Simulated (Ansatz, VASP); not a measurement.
**Ag in VASP and in Ansatz**

```xyz
1
Lattice="-1.6557 1.6557 1.6557 1.6557 -1.6557 1.6557 1.6557 1.6557 -1.6557" Properties=species:S:1:pos:R:3 pbc="T T T"
Ag    0.0000    0.0000    0.0000
```

Alike in both runs: functional BLYP; k mesh 11 × 11 × 11; occupations fermi-dirac, width 0.05 eV; no spin polarisation.

```csv
,VASP,Ansatz
version,VASP 6.6.1,Ansatz 0.2.0
potentials or method,"VASP PAW PBE potentials, release 64 (Ag)",Ansatz PAW
plane-wave cutoff (eV),520,420
valence electrons in the cell,11,19
task,single point,band structure
```

Ansatz gave:

```
gap on the k mesh at the Fermi level (eV) : none
pressure (GPa)                            : 5.6
```

Task: Estimate VASP's values.

Result: gap on the k mesh at the Fermi level (eV): none; pressure (GPa): 5.7.

VASP's potentials were made for PBE, not for BLYP. A gap of «none» marks a metal or a gap that the smearing closes. With one functional, cell and mesh, what is left measures potentials, basis and numerics. VASP's potentials hold 11 valence electrons a cell and Ansatz's 19, so a difference there can come from the potentials and not from the codes.
